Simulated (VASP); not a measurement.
Crystal: CdTe.

```xyz
2
Lattice="0.0000 3.2050 3.2050 3.2050 0.0000 3.2050 3.2050 3.2050 0.0000" Properties=species:S:1:pos:R:3 pbc="T T T"
Te    4.8075    4.8075    4.8075
Cd    0.0000    0.0000    0.0000
```

Base run:

- Program: VASP 6.6.1
- Functional: RPBE
- Dispersion: D3(BJ)
- Potentials or basis: VASP PAW PBE potentials, release 64 (Te, Cd)
- Cutoff: 520 eV
- k mesh: 7 × 7 × 7
- Occupations: fermi-dirac, width 0.05 eV
- Spin: no spin polarisation

Its results: band gap on the k mesh 1.02 eV, direct; pressure -2.8 GPa.

**Question.** The run is repeated on the same cell with these changes: dispersion from D3(BJ) to D4; occupations from fermi-dirac, width 0.05 eV to tetrahedron. What comes out?

**Answer.** Band gap on the k mesh 1.02 eV, direct; pressure 2.3 GPa.

Caveats: the PAW data sets were made with another functional, which shifts forces and pressure a little; spin-orbit coupling is left out, which moves the levels of the heavy elements.

